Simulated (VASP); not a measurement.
A run of VASP 6.6.1 is set up as follows.

The input INCAR:

```
SYSTEM = P
ALGO = Normal
EDIFF = 1E-6
ENCUT = 520
GGA = PE
ISIF = 2
ISMEAR = 0
IVDW = 12
LASPH = .True.
LCHARG = .True.
LELF = .True.
LREAL = .False.
LVHAR = .True.
LWAVE = .False.
NBANDS = 30
NELM = 80
PREC = Accurate
SIGMA = 0.1
```

Contents of KPOINTS:

```
k-points
0
Gamma
  5 5 5
  0 0 0
```

File POSCAR:

```
P
1.0
   -3.3225243231      0.0000000000      4.1668618004
   -3.3225243231      0.0000000000     -4.1668618004
    1.6612621615     -5.0957604091      0.0000000000
P
8
Direct
    0.5172387741      0.5891415705      0.2127606892
    0.0172387741      0.0891415705      0.2127606892
    0.5891415705      0.0172387741      0.2127606892
    0.0891415705      0.5172387741      0.2127606892
    0.4827612259      0.4108584295      0.7872393108
    0.9827612259      0.9108584295      0.7872393108
    0.4108584295      0.9827612259      0.7872393108
    0.9108584295      0.4827612259      0.7872393108
```

Potentials or basis: VASP PAW PBE potentials, release 64 (P).

Run with:

```bash
$ cat potpaw_PBE.64/P/POTCAR > POTCAR
$ mpirun -np 1 vasp_std > vasp.out
```

Q: Estimate the dispersion energy per atom.

A: -0.398 eV.

Q: Estimate the band gap on the k mesh.

A: Zero (bands 20 and 21 overlap by 0.08 eV).

Q: Predict the largest force.

A: 0.079 eV/Å.

Stress tensor (GPa, compression positive):
```
-0.28 -0.04  0.00
-0.04 -0.34  0.00
 0.00  0.00 -0.45
```
